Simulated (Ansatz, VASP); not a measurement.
**MgCd3Te4 in VASP and in Ansatz**

File INCAR:

```
PREC = Accurate
ENCUT = 520
EDIFF = 1E-6
ISMEAR = 0
SIGMA = 0.01
LREAL = False
LASPH = True
NELM = 100
ALGO = Normal
ISIF = 2
LWAVE = False
LCHARG = False
GGA = PE
NBANDS = 41
```

Contents of KPOINTS:

```
Automatic mesh
0
Gamma
  4 4 4
```

Contents of POSCAR:

```
MgCd3Te4
1.0
    6.5245641839      0.0000000000      0.0000000000
    0.0000000000      6.5245641839      0.0000000000
    0.0000000000      0.0000000000      6.5245641839
Mg Te Cd
1 4 3
Direct
    0.0000000000      0.0000000000      0.0000000000
    0.2472029275      0.2472029275      0.2472029275
    0.7527970725      0.7527970725      0.2472029275
    0.7527970725      0.2472029275      0.7527970725
    0.2472029275      0.7527970725      0.7527970725
    0.5000000000      0.5000000000      0.0000000000
    0.5000000000      0.0000000000      0.5000000000
    0.0000000000      0.5000000000      0.5000000000
```

Input for Ansatz:

```yaml
crystal:
  lattice:
    - [6.5245641839, 0.0, 0.0]
    - [0.0, 6.5245641839, 0.0]
    - [0.0, 0.0, 6.5245641839]
  atoms:
    - { symbol: Mg, position: [0.0, 0.0, 0.0] }
    - { symbol: Te, position: [0.2472029275, 0.2472029275, 0.2472029275] }
    - { symbol: Cd, position: [0.5, 0.5, 0.0] }
    - { symbol: Te, position: [0.7527970725, 0.7527970725, 0.2472029275] }
    - { symbol: Cd, position: [0.5, 0.0, 0.5] }
    - { symbol: Te, position: [0.7527970725, 0.2472029275, 0.7527970725] }
    - { symbol: Cd, position: [0.0, 0.5, 0.5] }
    - { symbol: Te, position: [0.2472029275, 0.7527970725, 0.7527970725] }
kpoints:
  mp_grid: { grid: [4, 4, 4] }
hamiltonian:
  xc: pbe
scf:
  occupations: { method: fixed }
  n_extra_bands: 6
output:
  forces: true
  stress: true
  eigenvalues: true
```

Alike in both runs: task single point; functional PBE; k mesh 4 × 4 × 4; no spin polarisation.

```csv
,VASP,Ansatz
version,VASP 6.6.1,Ansatz 0.2.0
potentials or method,"VASP PAW PBE potentials, release 64 (Mg, Te, Cd)","plane waves, PAW"
plane-wave cutoff (eV),520,420
occupations,"gaussian, width 0.01 eV",fixed
valence electrons in the cell,62,134
```

```csv
,VASP,Ansatz,Ansatz less VASP
gap on the k mesh at the Fermi level (eV),1.10,1.10,+0.003
pressure (GPa),1.2,1.1,-0.09
rms of the force components (eV/Å),0.013,0.007,-0.0064
```

VASP's potentials hold 62 valence electrons a cell and Ansatz's 134, so a difference there can come from the potentials and not from the codes.

Spin-orbit coupling is off throughout.
